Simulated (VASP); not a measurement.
Set up this calculation in VASP 6.6.1, as the native input.

```yaml
Task: single point
Functional: PBEsol
Potentials_or_basis: VASP PAW PBE potentials, release 64 (Pt, P)
Cutoff: 520 eV
k_mesh: 12 × 12 × 12
Occupations: gaussian, width 0.05 eV
Spin: no spin polarisation
Dipole_correction: no
Further_INCAR_settings: ALGO = Normal; EDIFF = 1e-07; NBANDS = 14
```

The structure of PPt lies in POSCAR:

```
PPt
1.0
    0.0000000000      2.4221332191      2.4221332191
    2.4221332191      0.0000000000      2.4221332191
    2.4221332191      2.4221332191      0.0000000000
Pt P
1 1
Direct
    0.5000000000      0.5000000000      0.5000000000
    0.0000000000      0.0000000000      0.0000000000
```

These files were run (other wordings do the same):

INCAR

```
PREC     = Accurate       # precision mode
ENCUT    = 520            # plane-wave cutoff, eV
EDIFF    = 1E-7           # SCF threshold, eV
ISMEAR   = 0              # smearing method
SIGMA    = 0.05           # smearing width, eV
LREAL    = False          # projectors in reciprocal space
LASPH    = True           # aspherical terms in the spheres
NELM     = 100            # most SCF steps
ALGO     = Normal         # electronic algorithm
ISIF     = 2              # what is computed and relaxed
LWAVE    = False          # write WAVECAR
LCHARG   = False          # write CHGCAR
GGA      = PS             # functional
NBANDS   = 14             # bands
```

KPOINTS

```
Automatic mesh
0
Gamma
  12 12 12
```

Potentials or basis: VASP PAW PBE potentials, release 64 (Pt, P).

Run with:

```console
$ cat potpaw_PBE.64/Pt/POTCAR potpaw_PBE.64/P/POTCAR > POTCAR
$ mpirun -np 1 vasp_std > vasp.out
```

It gave:

```yaml
Pressure: 16.8 GPa
```

Caveat: the PAW data sets were made with another functional, which shifts forces and pressure a little.

Run time: 14 s on 1 thread of Intel(R) Xeon(R) 6975P-C (Granite Rapids), on a shared host, peak memory 0.17 GiB.
